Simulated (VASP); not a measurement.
# GaN: single point with LDA

Crystal: GaN.

```
CELL_PARAMETERS angstrom
0.00000 2.22766 2.22766
2.22766 0.00000 2.22766
2.22766 2.22766 0.00000
ATOMIC_POSITIONS crystal
Ga 0.00000 0.00000 0.00000
N 0.75000 0.75000 0.75000
```

* Program: VASP 6.6.1
* Task: single point
* Functional: LDA
* Potentials or basis: VASP PAW LDA potentials, release 64 (Ga_d, N_h)
* Cutoff: 910 eV
* k mesh: 8 × 8 × 8
* Occupations: fermi-dirac, width 0.02 eV
* Spin: no spin polarisation

| Quantity | Value |
| --- | --- |
| Pressure | 0.9 GPa |
| Band gap on the k mesh | 1.97 eV, direct |

Levels at points of the mesh, in eV from the valence-band top:
| k point | band 6 | band 7 | band 8 | band 9 | band 10 | band 11 | band 12 | band 13 |
| --- | --- | --- | --- | --- | --- | --- | --- | --- |
| (0.00, 0.00, 0.00) | -13.24 | 0.00 | 0.00 | 0.00 | 1.97 | 10.33 | 10.33 | 10.33 |
| (0.50, 0.00, 0.00) | -11.86 | -7.35 | -1.02 | -1.02 | 4.78 | 8.77 | 10.38 | 10.38 |
| (0.50, 0.50, 0.00) | -11.38 | -6.35 | -2.86 | -2.86 | 3.26 | 6.69 | 11.75 | 14.12 |

Wall time 11 s on 1 thread of AMD EPYC 9R45 96-Core Processor (Zen 5), on a shared host, peak memory 0.14 GiB.

Caveat: the cutoff is under 1.25 times the usual one of these potentials, so pressure, stress and relaxed cells hold a basis-set (Pulay) error. Expect the measured gap to be larger: semilocal functionals such as LDA lack the derivative discontinuity.
